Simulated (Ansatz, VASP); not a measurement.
# One calculation of BAs, two programs

```
CELL_PARAMETERS angstrom
0.00000 2.40454 2.40454
2.40454 0.00000 2.40454
2.40454 2.40454 0.00000
ATOMIC_POSITIONS crystal
B 0.00000 0.00000 0.00000
As 0.25000 0.25000 0.25000
```

Alike in both runs: functional PBE; k mesh 10 × 10 × 10; occupations gaussian, width 0.02 eV; no spin polarisation.

Ansatz relaxed the structure, and its values are those at the end. VASP's run is a single point on that final structure, the one shown.

|  | VASP | Ansatz |
| --- | --- | --- |
| version | VASP 6.6.1 | Ansatz 0.2.0 |
| potentials or method | VASP PAW PBE potentials, release 64 (B, As), cutoff 500 eV | scalar-relativistic, plane waves, PAW |
| valence electrons in the cell | 8 | 18 |

```tsv
	VASP	Ansatz	Ansatz less VASP
gap on the k mesh at the Fermi level (eV)	1.20	1.20	+0.008
least direct gap on the mesh (eV)	3.25	3.25	+0.003
pressure (GPa)	0.6	0.0	-0.59
```

VASP's potentials hold 8 valence electrons a cell and Ansatz's 18, so a difference there can come from the potentials and not from the codes.
